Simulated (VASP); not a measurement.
Set up this calculation in VASP 6.6.1, as the native input.

| Item | Value |
| --- | --- |
| Task | relaxation of cell and atoms |
| Functional | PBEsol |
| Potentials or basis | VASP PAW PBE potentials, release 64 (Cd, Se) |
| Cutoff | 600 eV |
| k mesh | 6 × 6 × 6 |
| Occupations | gaussian, width 0.01 eV |
| Spin | no spin polarisation |
| Target pressure | 2 GPa |
| Dipole correction | no |
| Further INCAR settings | ALGO = Normal; EDIFF = 1e-06; IBRION = 2; EDIFFG = -0.002; NSW = 100; ISIF = 3 |

The structure of CdSe lies in POSCAR:

```
CdSe
1.0
    3.0413144136      3.0413144136      0.0000000000
   -3.0413144136      3.0413144136      0.0000000000
    0.0000000000      3.0413144136      3.0413144136
Cd Se
1 1
Direct
    0.0000000000      0.0000000000      0.0000000000
    0.7500000000      0.2500000000      0.5000000000
```

One way to write it, as run:

INCAR

```
SYSTEM = CdSe
ALGO     = Normal         ! electronic algorithm
EDIFF    = 1E-6           ! SCF threshold, eV
EDIFFG   = -0.002         ! ionic threshold
ENCUT    = 600            ! plane-wave cutoff, eV
GGA      = PS             ! functional
IBRION   = 2              ! ionic algorithm
ISIF     = 3              ! what is computed and relaxed
ISMEAR   = 0              ! smearing method
LASPH    = .TRUE.         ! aspherical terms in the spheres
LCHARG   = .FALSE.        ! write CHGCAR
LREAL    = .FALSE.        ! projectors in reciprocal space
LWAVE    = .FALSE.        ! write WAVECAR
NELM     = 100            ! most SCF steps
NSW      = 100            ! ionic steps
PREC     = Accurate       ! precision mode
PSTRESS  = 20.0         
SIGMA    = 0.01           ! smearing width, eV
```

KPOINTS

```
k-points
0
G
  6 6 6
  0 0 0
```

Potentials or basis: VASP PAW PBE potentials, release 64 (Cd, Se).

The run is started by

```bash
$ cat potpaw_PBE.64/Cd/POTCAR potpaw_PBE.64/Se/POTCAR > POTCAR
$ mpirun -np 1 vasp_std > vasp.out
```

Results of the run:

```
Relaxed volume                                         : 27.30 Å³/atom
Relaxed cell                                           : a = 4.258 Å, b = 4.258 Å, c = 4.258 Å, α = 60.00°, β = 60.00°, γ = 90.00°
Space group after relaxing (to 0.05 Å)                 : F-43m (No. 216)
Energy change on relaxing (the enthalpy is what falls) : +5.8 meV/atom
Ionic steps                                            : 5
Pressure after relaxing                                : 2.0 GPa
Band gap on the k mesh                                 : 0.54 eV, direct
```

Caveat: the cell is relaxed towards a set pressure, so the enthalpy falls and the energy may rise; the PAW data sets were made with another functional, which shifts forces and pressure a little.

It took 50 s on 1 thread of Intel(R) Xeon(R) 6975P-C (Granite Rapids) (shared host), peak memory 0.22 GiB.
